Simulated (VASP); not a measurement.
Input of a VASP 6.6.1 run:

Contents of INCAR:

```
SYSTEM = KMgF3
PREC = Accurate
ENCUT = 600
EDIFF = 1E-6
ISMEAR = 0
SIGMA = 0.02
LREAL = .FALSE.
LASPH = .TRUE.
NELM = 120
ALGO = Normal
ISIF = 2
LWAVE = .FALSE.
LCHARG = .FALSE.
GGA = PS
NBANDS = 24
GGA_COMPAT = .FALSE.
```

KPOINTS

```
regular mesh
0
G
  6 6 6
  0 0 0
```

The input POSCAR:

```
KMgF3
1.0
    3.9313849716      0.0000000000      0.0000000000
    0.0000000000      4.0052479719      0.0000000000
    0.0000000000      0.0000000000      4.0052479719
K Mg F
1 1 3
Direct
    0.5000000000      0.5000000000      0.5000000000
    0.0000000000      0.0000000000      0.0000000000
    0.0000000000      0.5000000000      0.0000000000
    0.0000000000      0.0000000000      0.5000000000
    0.5000000000      0.0000000000      0.0000000000
```

Potentials or basis: VASP PAW PBE potentials, release 64 (K_sv, Mg, F).

Command:

```sh
$ cat potpaw_PBE.64/K_sv/POTCAR potpaw_PBE.64/Mg/POTCAR potpaw_PBE.64/F/POTCAR > POTCAR
$ mpirun -np 1 vasp_std > vasp.out
```

(1) Estimate the pressure.

(2) What does it give for the band gap on the k mesh?

## Answers

(1) 0.2 GPa.

(2) 7.15 eV (least direct gap 7.48 eV).

Caveat: the cell differs from its parent crystal (uniaxial strain along a: -1.5 %, then relaxed in part); the PAW data sets were made with another functional, which shifts forces and pressure a little.
